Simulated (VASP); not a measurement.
# GaP (F-43m) in VASP: further runs

The runs below take GaP through relaxation of cell and atoms, single point, with LDA.

All numbers are computed with VASP 6.6.1; they aren't measurements. Logs are shortened: lines on timing, memory, paths and dates and some standing lists are left out, and cuts for length are marked.

### 1 The cell of the first run

Symmetry: F-43m, No. 216, cubic system. The conventional cell has a = 5.391 Å, b = 5.391 Å, c = 5.391 Å, α = 90.00°, β = 90.00°, γ = 90.00°. Within 3.1 Å of Ga (site symmetry -43m) lie 4 P at 2.33 Å. Within 3.1 Å of P (site symmetry -43m) lie 4 Ga at 2.33 Å.

### 2 Relaxation of cell and atoms, LDA

The input, INCAR:

```
PREC = Accurate
ENCUT = 600
EDIFF = 1E-6
ISMEAR = 0
SIGMA = 0.01
LREAL = False
LASPH = True
NELM = 60
ALGO = Normal
ISIF = 3
LWAVE = False
LCHARG = False
GGA = CA
IBRION = 2
NSW = 80
EDIFFG = -0.001
```

The input, KPOINTS:

```
Automatic mesh
0
Gamma
  8 8 8
```

The input, POSCAR:

```
GaP
1.0
    0.0000000000      2.6956501137      2.6956501137
    2.6956501137      0.0000000000      2.6956501137
    2.6956501137      2.6956501137      0.0000000000
Ga P
1 1
Direct
    0.0000000000      0.0000000000      0.0000000000
    0.7500000000      0.7500000000      0.7500000000
```

Potentials or basis: VASP PAW LDA potentials, release 64 (Ga_d, P).

Launch:

```console
> cat potpaw_LDA.64/Ga_d/POTCAR potpaw_LDA.64/P/POTCAR > POTCAR
> mpirun -np 1 vasp_std > vasp.out
```

OUTCAR:

```text
PREC = Accurate
   ENCUT = 600
   EDIFF = 1E-6
   ISMEAR = 0
   LREAL = False
   LASPH = True
   NELM = 60
   ISIF = 3
   GGA = CA
   IBRION = 2
   NSW = 80
   EDIFFG = -0.001

 ion  position               nearest neighbor table
   1  0.000  0.000  0.000-   2 2.33   2 2.33   2 2.33   2 2.33
   2  0.750  0.750  0.750-   1 2.33   1 2.33   1 2.33   1 2.33

  LATTYP: Found a face centered cubic cell.
 ALAT       =     5.3913002274

  Lattice vectors:

 A1 = (   0.0000000000,   2.6956501137,   2.6956501137)
 A2 = (   2.6956501137,   0.0000000000,   2.6956501137)
 A3 = (   2.6956501137,   2.6956501137,   0.0000000000)

Analysis of symmetry for initial positions (statically):
=====================================================================
 Subroutine PRICEL returns:
 Original cell was already a primitive cell.

 Routine SETGRP: Setting up the symmetry group for a
 face centered cubic supercell.

 Subroutine GETGRP returns: Found 24 space group operations
 (whereof 24 operations were pure point group operations)
 out of a pool of 48 trial point group operations.

The static configuration has the point symmetry T_d .

Analysis of symmetry for dynamics (positions and initial velocities):
=====================================================================
 Subroutine PRICEL returns:
 Original cell was already a primitive cell.

 Routine SETGRP: Setting up the symmetry group for a
 face centered cubic supercell.

 Subroutine GETGRP returns: Found 24 space group operations
 (whereof 24 operations were pure point group operations)
 out of a pool of 48 trial point group operations.

The dynamic configuration has the point symmetry T_d .

 Subroutine INISYM returns: Found 24 space group operations
 (whereof 24 operations are pure point group operations),
 and found     1 'primitive' translations

----------------------------------------------------------------------------------------

                                     Primitive cell

  volume of cell :      39.1760

  direct lattice vectors                    reciprocal lattice vectors
     0.000000000  2.695650114  2.695650114    -0.185484013  0.185484013  0.185484013
     2.695650114  0.000000000  2.695650114     0.185484013 -0.185484013  0.185484013
     2.695650114  2.695650114  0.000000000     0.185484013  0.185484013 -0.185484013

  length of vectors
     3.812224950  3.812224950  3.812224950     0.321267734  0.321267734  0.321267734

  position of ions in fractional coordinates (direct lattice)
     0.000000000  0.000000000  0.000000000
     0.750000000  0.750000000  0.750000000

  ion indices of the primitive-cell ions
   primitive index   ion index
                 1           1
                 2           2

----------------------------------------------------------------------------------------

 KPOINTS: Automatic mesh

Automatic generation of k-mesh.
 Grid dimensions read from file:
 generate k-points for:    8    8    8

 Generating k-lattice:

  Cartesian coordinates                     Fractional coordinates (reciprocal lattice)
    -0.023185502  0.023185502  0.023185502     0.125000000  0.000000000  0.000000000
     0.023185502 -0.023185502  0.023185502     0.000000000  0.125000000  0.000000000
     0.023185502  0.023185502 -0.023185502     0.000000000  0.000000000  0.125000000

  Length of vectors
     0.040158467  0.040158467  0.040158467

  Shift w.r.t. Gamma in fractional coordinates (k-lattice)
     0.000000000  0.000000000  0.000000000

 Subroutine IBZKPT returns following result:
 ===========================================

 Found     29 irreducible k-points:

 Following reciprocal coordinates:
            Coordinates               Weight
  0.000000  0.000000  0.000000      1.000000
  0.125000  0.000000  0.000000      8.000000
  0.250000  0.000000  0.000000      8.000000
  0.375000  0.000000  0.000000      8.000000
  0.500000  0.000000  0.000000      4.000000
  0.125000  0.125000  0.000000      6.000000
[... 16 lines left out ...]
  0.500000  0.250000  0.125000     48.000000
 -0.375000  0.250000  0.125000     24.000000
 [... further k-points ...]
   k-points           NKPTS =     29   k-points in BZ     NKDIM =     29   number of bands    NBANDS=     13
   number of dos      NEDOS =    301   number of ions     NIONS =      2
   total plane-waves  NPLWV =  27000
   dimension x,y,z NGX =    30 NGY =   30 NGZ =   30
   dimension x,y,z NGXF=    60 NGYF=   60 NGZF=   60
   ions per type =               1   1
   NGX,Y,Z   is equivalent  to a cutoff of  13.08, 13.08, 13.08 a.u.
   NGXF,Y,Z  is equivalent  to a cutoff of  26.17, 26.17, 26.17 a.u.
 SYSTEM =  unknown system
   PREC   = accura    normal or accurate (medium, high low for compatibility)
   ISTART =      0    job   : 0-new  1-cont  2-samecut
   ICHARG =      2    charge: 1-file 2-atom 10-const
   ISPIN  =      1    spin polarized calculation?
   LNONCOLLINEAR =      F non collinear calculations
   LSORBIT =      F    spin-orbit coupling
   LASPH  =      T    aspherical Exc in radial PAW
   ENCUT  =  600.0 eV  44.10 Ry    6.64 a.u.   7.61  7.61  7.61*2*pi/ulx,y,z
   NELM   =     60;   NELMIN=  2; NELMDL= -5     # of ELM steps
   EDIFF  = 0.1E-05   stopping-criterion for ELM
   LREAL  =      F    real-space projection
   EDIFFG = -.1E-02   stopping-criterion for IOM
   NSW    =     80    number of steps for IOM
   IBRION =      2    ionic relax: 0-MD 1-quasi-New 2-CG
   NFREE  =      1    steps in history (QN), initial steepest desc. (CG)
   ISIF   =      3    stress and relaxation
   ISYM   =      2    0-nonsym 1-usesym 2-fastsym
   POTIM  = 0.5000    time-step for ionic-motion
   TEBEG  =    0.0;   TEEND  =   0.0 temperature during run
   PSTRESS=    0.0 pullay stress
   NELECT =      18.0000    total number of electrons
   NUPDOWN=      -1.0000    fix difference up-down
   EMIN   =  10.00;   EMAX   =-10.00  energy-range for DOS
   EFERMI =   0.00;   METHOD = LEGACY
   ISMEAR =     0;   SIGMA  =   0.01  broadening in eV -4-tet -1-fermi 0-gaus
   EFERMI_NEDOS =   21; number of points for ismear=-14 and -15
   IALGO  =     38    algorithm
   IMIX   =      4    mixing-type and parameters
     AMIX     =   0.40;   BMIX     =  1.00
     AMIX_MAG =   1.60;   BMIX_MAG =  1.00
  volume/ion in A,a.u.               =      19.59       132.19
  Fermi-wavevector in a.u.,A,eV,Ry     =   1.263258  2.387212 21.712469  1.595821
  Thomas-Fermi vector in A             =   2.396624
   LORBIT       =      0    0 simple, 1 ext, 2 COOP (PROOUT), +10 PAW based schemes
   GGA     = CA    functional components
   LHFCALC =     F    Hartree Fock is set to
   AEXX    =    0.0000 exact exchange contribution
   IVDW    =     0    specifies the selected vdW correction
   LEPSILON=     F    determine dielectric tensor
   LRPA    =     F    only Hartree local field effects (RPA)
 conjugate gradient relaxation of ions
 non-spin polarized calculation
 Gauss-broadening in eV      SIGMA  =   0.01
  energy-cutoff  :      600.00
  volume of cell :       39.18
 maximum number of plane-waves:      1325
   NGX = 15   NGY = 15   NGZ = 15

--------------------------------------- Ionic step        1  -------------------------------------------

 number of electron      17.9999994 magnetization

 Free energy of the ion-electron system (eV)
  ---------------------------------------------------
  ext. energy  EPLUGINS =         0.00000000
  ---------------------------------------------------
  free energy    TOTEN  =       -10.45081502 eV

  energy without entropy =      -10.45081502  energy(sigma->0) =      -10.45081502

------------------------ aborting loop because EDIFF is reached ----------------------------------------

  FORCE on cell =-STRESS in cart. coord.  units (eV):
  Direction    XX          YY          ZZ          XY          YZ          ZX
  --------------------------------------------------------------------------------------
  -------------------------------------------------------------------------------------
  Total        0.0184017      0.0184017      0.0184017      0.0000000      0.0000000     -0.0000000
  in kB        0.7525711      0.7525711      0.7525711      0.0000000      0.0000000     -0.0000000
  external PRESSURE =       0.7525711 kB  Pullay stress =       0.0000000 kB
[... 201 lines left out ...]
  energy  without entropy=      -10.4508269068  energy(sigma->0) =      -10.45082691

--------------------------------------- Ionic step        7  -------------------------------------------

 number of electron      17.9999993 magnetization

 Free energy of the ion-electron system (eV)
  ---------------------------------------------------
  ext. energy  EPLUGINS =         0.00000000
  ---------------------------------------------------
  free energy    TOTEN  =       -10.45082688 eV

  energy without entropy =      -10.45082688  energy(sigma->0) =      -10.45082688

 E-fermi :   4.9216     XC(G=0): -10.3060

 val. band max:        4.8373501331   @ k =   0.0000   0.0000   0.0000
 cond. band min:       6.2691435245   @ k =   0.5000   0.5000   0.0000
 fundamental gap:      1.4317933914
 Fermi energy:         4.9216165236

 k-point     1 :       0.0000    0.0000    0.0000
  band No.  band energies     occupation
      1      -9.9273      2.00000
      2      -9.9273      2.00000
      3      -9.9273      2.00000
      4      -9.8193      2.00000
      5      -9.8193      2.00000
      6      -7.9149      2.00000
      7       4.8373      2.00000
      8       4.8373      2.00000
      9       4.8374      2.00000
     10       6.7383      0.00000
     11       8.6210      0.00000
     12       8.6210      0.00000
     13       8.6210      0.00000
[... 353 lines left out ...]
 k-point    24 :      -0.3750    0.2500    0.1250
  band No.  band energies     occupation
      1     -10.0190      2.00000
      2      -9.8941      2.00000
      3      -9.8804      2.00000
      4      -9.8253      2.00000
      5      -9.8114      2.00000
      6      -5.2947      2.00000
      7      -1.8121      2.00000
      8       1.4777      2.00000
      9       2.7897      2.00000
     10       8.2720      0.00000
     11       8.9894      0.00000
     12      11.2983      0.00000
     13      12.7364      0.00000

 [... further k-points ...]
[... 5 lines left out ...]
  --------------------------------------------------------------------------------------
  -------------------------------------------------------------------------------------
  Total        0.0015925      0.0015925      0.0015925     -0.0000000      0.0000000      0.0000000
  in kB        0.0650582      0.0650582      0.0650582     -0.0000000      0.0000000      0.0000000
  external PRESSURE =       0.0650582 kB  Pullay stress =       0.0000000 kB
[... 17 lines left out ...]
  FREE ENERGIE OF THE ION-ELECTRON SYSTEM (eV)
  ---------------------------------------------------
  free  energy   TOTEN  =       -10.4508268780 eV

  energy  without entropy=      -10.4508268780  energy(sigma->0) =      -10.45082688

 reached required accuracy - stopping structural energy minimisation
```

Wall time 36 s (1 thread of Intel Xeon Platinum 8259CL at 2.50GHz (Skylake/Cascade Lake), shared host); peak memory 0.16 GiB.

What came out:

| Quantity | Value |
| --- | --- |
| Free energy | -10.4508 eV |
| Relaxed volume | 19.61 Å³/atom |
| Relaxed cell | a = 3.814 Å, b = 3.814 Å, c = 3.814 Å, α = 60.00°, β = 60.00°, γ = 60.00° |
| Space group after relaxing (to 0.05 Å) | F-43m (No. 216) |
| Energy gained by relaxing | 0.0 meV/atom |
| Ionic steps | 7 |
| Pressure after relaxing | 0.0 GPa |
| Band gap on the k mesh | 1.43 eV, indirect (least direct gap 1.90 eV) |

Final structure:
```
Ga P
1.0
     0.00000    2.69659    2.69659
     2.69659    0.00000    2.69659
     2.69659    2.69659    0.00000
Ga P
1 1
Cartesian
  5.3932 2.6966 2.6966
  4.0449 4.0449 4.0449
```

A k mesh can miss the band edges. Expect the measured gap to be larger: semilocal functionals such as LDA lack the derivative discontinuity.

### 3 Relaxation of cell and atoms, LDA, target pressure 9 GPa, at which the enthalpy is minimised

The input, INCAR:

```
SYSTEM = GaP
PREC = Accurate ; ENCUT = 600
EDIFF = 1E-6 ; ISMEAR = 0
SIGMA = 0.01 ; LREAL = .False.
LASPH = .True. ; NELM = 100
ALGO = Normal ; ISIF = 3
LWAVE = .False. ; LCHARG = .False.
GGA = CA ; IBRION = 2
NSW = 80 ; EDIFFG = -0.001
PSTRESS = 90.0
```

The input, KPOINTS:

```
regular mesh
0
Gamma
  8 8 8
  0 0 0
```

POSCAR is that of step 2.

Potentials or basis: VASP PAW LDA potentials, release 64 (Ga_d, P).

Launch:

```console
> cat potpaw_LDA.64/Ga_d/POTCAR potpaw_LDA.64/P/POTCAR > POTCAR
> mpirun -np 1 vasp_std > vasp.out
```

It took 62 s on 1 thread of Intel Xeon Platinum 8259CL at 2.50GHz (Skylake/Cascade Lake), shared host; peak memory 0.17 GiB.

The run converged. Its results:

```yaml
Free_energy: -10.3695 eV
Relaxed_volume: 18.05 Å³/atom
Relaxed_cell: a = 3.709 Å, b = 3.709 Å, c = 3.709 Å, α = 60.00°, β = 60.00°, γ = 60.00°
Space_group_after_relaxing_to_0.05_Å: F-43m (No. 216)
Energy_change_on_relaxing_the_enthalpy_is_what_falls: +40.6 meV/atom
Ionic_steps: 10
Pressure_after_relaxing: 9.0 GPa
Band_gap_on_the_k_mesh: 1.25 eV, indirect (least direct gap 2.61 eV)
```

The path:
| step | energy change (eV) | largest force (eV/Å) | pressure (GPa) | volume (Å³) |
| --- | --- | --- | --- | --- |
| 1 | 0.0000 | 0.0000 | 0.08 | 39.18 |
| 2 | 0.3352 | 0.0000 | 21.08 | 33.31 |
| 3 | 0.0793 | 0.0000 | 8.82 | 36.13 |
| 4 | 0.0827 | 0.0000 | 9.08 | 36.07 |
| 5 | 0.0802 | 0.0000 | 8.87 | 36.11 |
| 6 | 0.0813 | 0.0000 | 9.07 | 36.09 |
| 7 | 0.0810 | 0.0000 | 8.94 | 36.10 |
| 8 | 0.0811 | 0.0000 | 8.95 | 36.10 |
| 9 | 0.0812 | 0.0000 | 8.99 | 36.09 |
| 10 | 0.0813 | 0.0000 | 9.00 | 36.09 |

Final structure:
```xyz
2
Lattice="0.0000 2.6230 2.6230 2.6230 0.0000 2.6230 2.6230 2.6230 0.0000" Properties=species:S:1:pos:R:3 pbc="T T T"
Ga    0.0000    0.0000    0.0000
P     3.9345    3.9345    3.9345
```

Levels at points of the mesh, in eV from the valence-band top:
```
           k point  band 5  band 6  band 7  band 8  band 9  band 10  band 11  band 12  band 13
(0.00, 0.00, 0.00)  -14.82  -13.43    0.00    0.00    0.00     2.61     3.74     3.74     3.74
(0.50, 0.00, 0.00)  -14.81  -10.95   -7.42   -1.31   -1.31     1.87     4.58     4.58     8.23
(0.50, 0.50, 0.00)  -14.79   -9.87   -7.42   -3.14   -3.14     1.25     1.54    11.32    11.32
```

Caveat: the cell is relaxed towards a set pressure, so the enthalpy falls and the energy may rise.

### 4 Single point, LDA

This run uses another cell than the first one, of 14.60 Å³/atom, 0.745 times its volume.

The input, INCAR:

```
ALGO     = Normal         # electronic algorithm
EDIFF    = 1E-7           # SCF threshold, eV
ENCUT    = 520            # plane-wave cutoff, eV
ISIF     = 2              # what is computed and relaxed
ISMEAR   = 0              # smearing method
LASPH    = T              # aspherical terms in the spheres
LCHARG   = F              # write CHGCAR
LREAL    = F              # projectors in reciprocal space
LWAVE    = F              # write WAVECAR
NBANDS   = 16             # bands
NELM     = 80             # most SCF steps
PREC     = Accurate       # precision mode
SIGMA    = 0.01           # smearing width, eV
```

The input, KPOINTS:

```
k-points
0
Gamma
  10 10 10
```

The input, POSCAR:

```
GaP
1.0
    0.0000000000      2.4439353854      2.4439353854
    2.4439353854      0.0000000000      2.4439353854
    2.4439353854      2.4439353854      0.0000000000
Ga P
1 1
Direct
    0.0000000000      0.0000000000      0.0000000000
    0.7500000000      0.7500000000      0.7500000000
```

Launch:

```console
> cat potpaw_LDA.64/Ga_d/POTCAR potpaw_LDA.64/P/POTCAR > POTCAR
> mpirun -np 1 vasp_std > vasp.out
```

Run time: 29 s. Hardware: 1 thread of Intel Xeon Platinum 8375C at 2.90GHz (Ice Lake), shared host; peak memory 0.15 GiB.

Results (log left out):

| Quantity | Value |
| --- | --- |
| Free energy | -9.2384 eV |
| Pressure | 50.2 GPa |
| Band gap on the k mesh | 0.65 eV, indirect (least direct gap 3.49 eV) |

Levels at points of the mesh, in eV from the valence-band top:
```
           k point  band 7  band 8  band 9  band 10  band 11  band 12
(0.00, 0.00, 0.00)    0.00    0.00    0.00     3.49     3.49     3.49
(0.50, 0.00, 0.00)   -9.06   -1.72   -1.72     2.51     4.32     4.32
(0.50, 0.50, 0.00)   -8.71   -4.10   -4.10     0.65     1.04    12.78
```

A k mesh can miss the band edges. A hybrid or GW would open this gap; LDA tends to underestimate it.

### 5 Summary

```tsv
task	cell	k mesh	cutoff (eV)	gap on the mesh (eV)	pressure (GPa)
relaxation of cell and atoms	relaxed from a = 3.812 Å, angles 60.0°, 2 atoms	8 × 8 × 8	600	1.43	0.0
relaxation of cell and atoms	relaxed to 9 GPa from a = 3.812 Å, angles 60.0°, 2 atoms	8 × 8 × 8	600	1.25	9.0
single point	a = 3.456 Å, angles 60.0°, 2 atoms	10 × 10 × 10	520	0.65	50.2
```

Alike in all rows: level LDA; potentials or basis VASP PAW LDA potentials, release 64 (Ga_d, P); no spin polarisation; smearing gaussian 0.01 eV.

Caveats: the cell is relaxed towards a set pressure, so the enthalpy falls and the energy may rise (some runs).

Absolute energies hang on the potentials; compare differences alone.
